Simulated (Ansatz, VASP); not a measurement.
## One calculation of Ga3As2P, two programs

```xyz
6
Lattice="-2.0038 2.0038 8.4823 2.0038 -2.0038 8.4823 2.0038 2.0038 -8.4823" Properties=species:S:1:pos:R:3 pbc="T T T"
Ga    0.0000    0.0000    0.0000
Ga    0.0000    0.0000   11.3782
Ga    0.0000    0.0000    5.5863
P     2.0038    0.0000    4.2411
As    0.0000    2.0038    1.4474
As    0.0000    2.0038    7.0349
```

Alike in both runs: functional PBE; k mesh 6 × 6 × 6; occupations gaussian, width 0.1 eV; no spin polarisation.

Ansatz relaxed the structure, and its values are those at the end. VASP's run is a single point on that final structure, the one shown.

|  | VASP | Ansatz |
| --- | --- | --- |
| version | VASP 6.6.1 | Ansatz 0.2.0 |
| potentials or method | VASP PAW PBE potentials, release 64 (Ga_d, P, As), cutoff 520 eV | scalar-relativistic, plane waves, PAW |
| valence electrons in the cell | 54 | 74 |

VASP gave:

- gap on the k mesh at the Fermi level (eV): 0.59
- least direct gap on the mesh (eV): 0.59
- pressure (GPa): 0.1
- rms of the force components (eV/Å): 0.005

Task: Estimate Ansatz's values.

Result: gap on the k mesh at the Fermi level (eV): 0.59; least direct gap on the mesh (eV): 0.59; pressure (GPa): 0.0; rms of the force components (eV/Å): 0.000.

The functional is the same, so the differences come from potentials, cutoffs and numerics. VASP's potentials hold 54 valence electrons a cell and Ansatz's 74, so a difference there can come from the potentials and not from the codes.
